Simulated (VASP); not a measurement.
# SrO (Imm2) in VASP: single point with r2SCAN

Aim: the single point of SrO with r2SCAN.

Program: VASP 6.6.1. These are calculated values, not measurements. Logs are shortened: lines on timing, memory, paths and dates and some standing lists are left out, and cuts for length are marked.

## 1. The cell of the first run

It takes space group Imm2 (No. 44, orthorhombic). Conventional cell: a = 3.949 Å, b = 3.949 Å, c = 5.584 Å, α = 90.00°, β = 90.00°, γ = 90.00°. Sr (site symmetry mm2) has 4 O at 2.31 to 2.54 Å within 3.1 Å. Within 3.1 Å of O (site symmetry mm2) lie 4 Sr at 2.31 to 2.54 Å.

## 2. Single point, r2SCAN (atom 1 (Sr) moved 0.2 Å along x)

File POSCAR:

```
SrO
1.0
    0.0000000000      2.7921730098      2.7921730098
    2.7921730098      0.0000000000      2.7921730098
    2.7921730098      2.7921730098      0.0000000000
Sr O
1 1
Direct
   -0.0358143996      0.0358143996      0.0358143996
    0.2500000000      0.2500000000      0.2500000000
```

File INCAR.step1:

```
SYSTEM = SrO
PREC = Accurate ; ENCUT = 520
ISMEAR = 0 ; SIGMA = 0.05
LREAL = .FALSE. ; LASPH = .TRUE.
NELM = 60 ; NBANDS = 15
GGA = PE ; ALGO = Normal
EDIFF = 1E-4 ; LWAVE = .TRUE.
LCHARG = .FALSE.
```

File INCAR.step2:

```
SYSTEM = SrO
PREC = Accurate ; ENCUT = 520
EDIFF = 1E-6 ; ISMEAR = 0
SIGMA = 0.05 ; LREAL = .FALSE.
LASPH = .TRUE. ; NELM = 60
ALGO = Normal ; ISIF = 2
LWAVE = .FALSE. ; LCHARG = .FALSE.
METAGGA = R2SCAN ; LMIXTAU = .TRUE.
NBANDS = 15 ; ISTART = 1
```

File KPOINTS:

```
regular mesh
0
G
  8 8 8
  0 0 0
```

Potentials or basis: VASP PAW PBE potentials, release 64 (Sr_sv, O).

Run with:

```console
$ cat potpaw_PBE.64/Sr_sv/POTCAR potpaw_PBE.64/O/POTCAR > POTCAR
$ cp INCAR.step1 INCAR
$ mpirun -np 1 vasp_std > vasp.out
$ cp INCAR.step2 INCAR
$ mpirun -np 1 vasp_std > vasp.out
```

OUTCAR:

```text
SYSTEM = SrO
   PREC = Accurate
   ENCUT = 520
   EDIFF = 1E-6
   ISMEAR = 0
   LREAL = .FALSE.
   LASPH = .TRUE.
   NELM = 60
   ISIF = 2
   METAGGA = R2SCAN
   ISTART = 1

 ion  position               nearest neighbor table
   1  0.964  0.036  0.036-   2 2.31   2 2.31   2 2.54   2 2.54
   2  0.250  0.250  0.250-   1 2.31   1 2.31   1 2.54   1 2.54

  LATTYP: Found a face centered cubic cell.
 ALAT       =     5.5843460196

  Lattice vectors:

 A1 = (   0.0000000000,   2.7921730098,   2.7921730098)
 A2 = (   2.7921730098,   0.0000000000,   2.7921730098)
 A3 = (   2.7921730098,   2.7921730098,   0.0000000000)

Analysis of symmetry for initial positions (statically):
=====================================================================
 Subroutine PRICEL returns:
 Original cell was already a primitive cell.

 Routine SETGRP: Setting up the symmetry group for a
 face centered cubic supercell.

 Subroutine GETGRP returns: Found  4 space group operations
 (whereof  4 operations were pure point group operations)
 out of a pool of 48 trial point group operations.

The static configuration has the point symmetry C_2v.

Analysis of symmetry for dynamics (positions and initial velocities):
=====================================================================
 Subroutine PRICEL returns:
 Original cell was already a primitive cell.

 Routine SETGRP: Setting up the symmetry group for a
 face centered cubic supercell.

 Subroutine GETGRP returns: Found  4 space group operations
 (whereof  4 operations were pure point group operations)
 out of a pool of 48 trial point group operations.

The dynamic configuration has the point symmetry C_2v.

 Subroutine INISYM returns: Found  4 space group operations
 (whereof  4 operations are pure point group operations),
 and found     1 'primitive' translations

----------------------------------------------------------------------------------------

                                     Primitive cell

  volume of cell :      43.5368

  direct lattice vectors                    reciprocal lattice vectors
     0.000000000  2.792173010  2.792173010    -0.179071998  0.179071998  0.179071998
     2.792173010  0.000000000  2.792173010     0.179071998 -0.179071998  0.179071998
     2.792173010  2.792173010  0.000000000     0.179071998  0.179071998 -0.179071998

  length of vectors
     3.948728939  3.948728939  3.948728939     0.310161799  0.310161799  0.310161799

  position of ions in fractional coordinates (direct lattice)
     0.964185600  0.035814400  0.035814400
     0.250000000  0.250000000  0.250000000

  ion indices of the primitive-cell ions
   primitive index   ion index
                 1           1
                 2           2

----------------------------------------------------------------------------------------

 KPOINTS: regular mesh

Automatic generation of k-mesh.
 Grid dimensions read from file:
 generate k-points for:    8    8    8

 Generating k-lattice:

  Cartesian coordinates                     Fractional coordinates (reciprocal lattice)
    -0.022384000  0.022384000  0.022384000     0.125000000  0.000000000  0.000000000
     0.022384000 -0.022384000  0.022384000     0.000000000  0.125000000  0.000000000
     0.022384000  0.022384000 -0.022384000     0.000000000  0.000000000  0.125000000

  Length of vectors
     0.038770225  0.038770225  0.038770225

  Shift w.r.t. Gamma in fractional coordinates (k-lattice)
     0.000000000  0.000000000  0.000000000

 Subroutine IBZKPT returns following result:
 ===========================================

 Found     95 irreducible k-points:

 Following reciprocal coordinates:
            Coordinates               Weight
  0.000000  0.000000  0.000000      1.000000
  0.125000  0.000000  0.000000      4.000000
  0.000000  0.125000  0.000000      4.000000
  0.250000  0.000000  0.000000      4.000000
  0.000000  0.250000  0.000000      4.000000
  0.375000  0.000000  0.000000      4.000000
[... 16 lines left out ...]
  0.375000 -0.125000 -0.125000      4.000000
 -0.375000  0.125000  0.000000      8.000000
 [... further k-points ...]
   k-points           NKPTS =     95   k-points in BZ     NKDIM =     95   number of bands    NBANDS=     15
   number of dos      NEDOS =    301   number of ions     NIONS =      2
   total plane-waves  NPLWV =  27000
   dimension x,y,z NGX =    30 NGY =   30 NGZ =   30
   dimension x,y,z NGXF=    60 NGYF=   60 NGZF=   60
   ions per type =               1   1
   NGX,Y,Z   is equivalent  to a cutoff of  12.63, 12.63, 12.63 a.u.
   NGXF,Y,Z  is equivalent  to a cutoff of  25.26, 25.26, 25.26 a.u.
 SYSTEM =  SrO
   PREC   = accura    normal or accurate (medium, high low for compatibility)
   ISTART =      1    job   : 0-new  1-cont  2-samecut
   ICHARG =      0    charge: 1-file 2-atom 10-const
   ISPIN  =      1    spin polarized calculation?
   LNONCOLLINEAR =      F non collinear calculations
   LSORBIT =      F    spin-orbit coupling
   LASPH  =      T    aspherical Exc in radial PAW
   ENCUT  =  520.0 eV  38.22 Ry    6.18 a.u.   7.34  7.34  7.34*2*pi/ulx,y,z
   NELM   =     60;   NELMIN=  2; NELMDL=  0     # of ELM steps
   EDIFF  = 0.1E-05   stopping-criterion for ELM
   LREAL  =      F    real-space projection
   EDIFFG = 0.1E-04   stopping-criterion for IOM
   NSW    =      0    number of steps for IOM
   IBRION =     -1    ionic relax: 0-MD 1-quasi-New 2-CG
   NFREE  =      0    steps in history (QN), initial steepest desc. (CG)
   ISIF   =      2    stress and relaxation
   ISYM   =      2    0-nonsym 1-usesym 2-fastsym
   POTIM  = 0.5000    time-step for ionic-motion
   TEBEG  =    0.0;   TEEND  =   0.0 temperature during run
   PSTRESS=    0.0 pullay stress
   NELECT =      16.0000    total number of electrons
   NUPDOWN=      -1.0000    fix difference up-down
   EMIN   =  10.00;   EMAX   =-10.00  energy-range for DOS
   EFERMI =   0.00;   METHOD = LEGACY
   ISMEAR =     0;   SIGMA  =   0.05  broadening in eV -4-tet -1-fermi 0-gaus
   EFERMI_NEDOS =   21; number of points for ismear=-14 and -15
   IALGO  =     38    algorithm
   IMIX   =      4    mixing-type and parameters
     AMIX     =   0.40;   BMIX     =  1.00
     AMIX_MAG =   1.60;   BMIX_MAG =  1.00
  volume/ion in A,a.u.               =      21.77       146.90
  Fermi-wavevector in a.u.,A,eV,Ry     =   1.172634  2.215957 18.708972  1.375071
  Thomas-Fermi vector in A             =   2.309060
   LORBIT       =      0    0 simple, 1 ext, 2 COOP (PROOUT), +10 PAW based schemes
   METAGGA = R2SCAN    functional components
   LHFCALC =     F    Hartree Fock is set to
   AEXX    =    0.0000 exact exchange contribution
   IVDW    =     0    specifies the selected vdW correction
   LEPSILON=     F    determine dielectric tensor
   LRPA    =     F    only Hartree local field effects (RPA)
 non-spin polarized calculation
 Gauss-broadening in eV      SIGMA  =   0.05
  energy-cutoff  :      520.00
  volume of cell :       43.54
 maximum number of plane-waves:      1211
 NGX is ok and might be reduce to    30
   NGX = 15   NGY = 15   NGZ = 15

 number of electron      16.0000001 magnetization

 Free energy of the ion-electron system (eV)
  ---------------------------------------------------
  ext. energy  EPLUGINS =         0.00000000
  ---------------------------------------------------
  free energy    TOTEN  =       -26.52123404 eV

  energy without entropy =      -26.52123404  energy(sigma->0) =      -26.52123404

 E-fermi :   0.2955     XC(G=0):  -9.1231

 val. band max:        0.0078307829   @ k =  -0.2500   0.5000   0.2500
 cond. band min:       2.8503916364   @ k =   0.0000   0.0000   0.0000
 fundamental gap:      2.8425608536
 Fermi energy:         0.2955434704

 k-point     1 :       0.0000    0.0000    0.0000
  band No.  band energies     occupation
      1     -33.2947      2.00000
      2     -15.8462      2.00000
      3     -14.6046      2.00000
      4     -14.5523      2.00000
      5     -14.4884      2.00000
      6      -0.9106      2.00000
      7      -0.8903      2.00000
      8      -0.7637      2.00000
      9       2.8504      0.00000
     10       8.4862      0.00000
     11       8.6592      0.00000
     12       9.3385      0.00000
     13      10.4467      0.00000
     14      10.4908      0.00000
     15      15.3076      0.00000

 k-point     2 :       0.1250    0.0000    0.0000
  band No.  band energies     occupation
      1     -33.2848      2.00000
      2     -16.1510      2.00000
      3     -14.6166      2.00000
      4     -14.5920      2.00000
      5     -14.1788      2.00000
      6      -1.0052      2.00000
      7      -0.7910      2.00000
      8      -0.7287      2.00000
      9       3.3253      0.00000
     10       8.1546      0.00000
     11       8.2131      0.00000
     12       9.9514      0.00000
     13       9.9882      0.00000
     14      10.7763      0.00000
     15      13.9551      0.00000

 k-point     3 :       0.0000    0.1250    0.0000
  band No.  band energies     occupation
      1     -33.2861      2.00000
      2     -16.0314      2.00000
      3     -14.6205      2.00000
      4     -14.5658      2.00000
      5     -14.3416      2.00000
      6      -0.9533      2.00000
      7      -0.8291      2.00000
      8      -0.8025      2.00000
      9       3.3714      0.00000
     10       8.3084      0.00000
     11       8.3756      0.00000
     12       9.1911      0.00000
     13      10.5827      0.00000
     14      10.7473      0.00000
     15      14.4924      0.00000
[... 343 lines left out ...]
 k-point    23 :       0.3750   -0.1250   -0.1250
  band No.  band energies     occupation
      1     -33.2243      2.00000
      2     -17.1305      2.00000
      3     -14.7720      2.00000
      4     -14.7061      2.00000
      5     -13.2708      2.00000
      6      -0.7370      2.00000
      7      -0.4993      2.00000
      8      -0.3470      2.00000
      9       5.2069      0.00000
     10       6.6794      0.00000
     11       8.6268      0.00000
     12       8.6430      0.00000
     13      10.2910      0.00000
     14      10.9185      0.00000
     15      13.3764      0.00000

 k-point    24 :      -0.3750    0.1250    0.0000
  band No.  band energies     occupation
      1     -33.2278      2.00000
      2     -17.0847      2.00000
      3     -14.7724      2.00000
      4     -14.6821      2.00000
      5     -13.3222      2.00000
      6      -0.7466      2.00000
      7      -0.6098      2.00000
      8      -0.3358      2.00000
      9       5.2038      0.00000
     10       7.2134      0.00000
     11       7.7868      0.00000
     12       8.8056      0.00000
     13      10.6117      0.00000
     14      10.8681      0.00000
     15      13.1099      0.00000

 [... further k-points ...]

------------------------ aborting loop because EDIFF is reached ----------------------------------------

  FORCE on cell =-STRESS in cart. coord.  units (eV):
  Direction    XX          YY          ZZ          XY          YZ          ZX
  --------------------------------------------------------------------------------------
  -------------------------------------------------------------------------------------
  Total        0.1943609      0.5740569      0.5740569      0.0000000      1.1860956      0.0000000
  in kB        7.1525755     21.1255768     21.1255768      0.0000000     43.6489009      0.0000000
  external PRESSURE =      16.4679097 kB  Pullay stress =       0.0000000 kB

 VOLUME and BASIS-vectors are now :
 -----------------------------------------------------------------------------
  energy-cutoff  :      520.00
  volume of cell :       43.54
      direct lattice vectors                 reciprocal lattice vectors
     0.000000000  2.792173010  2.792173010    -0.179071998  0.179071998  0.179071998
     2.792173010  0.000000000  2.792173010     0.179071998 -0.179071998  0.179071998
     2.792173010  2.792173010  0.000000000     0.179071998  0.179071998 -0.179071998

 POSITION                                       TOTAL-FORCE (eV/Angst)
 -----------------------------------------------------------------------------------
      0.20000      2.79217      2.79217        -1.104717      0.000000      0.000000
      1.39609      1.39609      1.39609         1.104717      0.000000      0.000000
 -----------------------------------------------------------------------------------
    total drift:                               -0.002438      0.000000      0.000000

  FREE ENERGIE OF THE ION-ELECTRON SYSTEM (eV)
  ---------------------------------------------------
  free  energy   TOTEN  =       -26.5212340402 eV

  energy  without entropy=      -26.5212340402  energy(sigma->0) =      -26.52123404
```

Run time: 2 min. Hardware: 1 thread of Intel Xeon 6975P-C (Granite Rapids), shared host; peak memory 0.21 GiB.

Results:

* Free energy: -26.5212 eV
* Pressure: 1.6 GPa
* Largest force: 1.105 eV/Å
* Band gap on the k mesh: 2.84 eV, indirect (least direct gap 3.61 eV)

Forces on the atoms (eV/Å):
```
Sr  -1.105  0.000  0.000
O    1.105  0.000  0.000
```

Stress tensor (GPa, compression positive):
```
0.72 0.00 0.00
0.00 2.11 4.36
0.00 4.36 2.11
```

Caveat: the cell differs from its parent crystal (atom 1 (Sr) moved 0.2 Å along x); the PAW data sets were made with another functional, which shifts forces and pressure a little.
